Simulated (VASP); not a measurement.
A run of VASP 6.6.1 is set up as follows.

The input INCAR:

```
SYSTEM = NaWSe3
PREC     = Accurate       ! precision mode
ENCUT    = 520            ! plane-wave cutoff, eV
EDIFF    = 1E-6           ! SCF threshold, eV
ISMEAR   = 0              ! smearing method
SIGMA    = 0.1            ! smearing width, eV
LREAL    = .False.        ! projectors in reciprocal space
LASPH    = .True.         ! aspherical terms in the spheres
NELM     = 80             ! most SCF steps
ALGO     = Normal         ! electronic algorithm
ISIF     = 2              ! what is computed and relaxed
LWAVE    = .False.        ! write WAVECAR
LCHARG   = .False.        ! write CHGCAR
GGA      = PE             ! functional
NBANDS   = 28             ! bands
```

KPOINTS

```
regular mesh
0
Gamma
  4 4 4
  0 0 0
```

The input POSCAR:

```
NaWSe3
1.0
    2.8002823900     -3.5636141500      0.0000000000
    2.8002823900      3.5636141500      0.0000000000
    0.0000000000      0.0000000000      5.9118093400
Na W Se
1 1 3
Direct
    0.5000000000      0.5000000000      0.5000000000
    0.0000000000      0.0000000000      0.0000000000
    0.6592951400      0.3407048600      0.0000000000
    0.3407048600      0.6592951400      0.0000000000
    0.0000000000      0.0000000000      0.5000000000
```

Potentials or basis: VASP PAW PBE potentials, release 64 (Na_pv, W_sv, Se).

Run with:

```bash
$ cat potpaw_PBE.64/Na_pv/POTCAR potpaw_PBE.64/W_sv/POTCAR potpaw_PBE.64/Se/POTCAR > POTCAR
$ mpirun -np 1 vasp_std > vasp.out
```

What does it give for the largest force?

3.148 eV/Å.

Predict the pressure.

1.8 GPa.

Stress tensor (GPa, compression positive):
```
-6.51  0.00  0.00
 0.00 21.65  0.00
 0.00  0.00 -9.63
```

Caveat: forces of over 1 eV/Å act on the atoms, so gaps and moduli don't describe the material at rest.
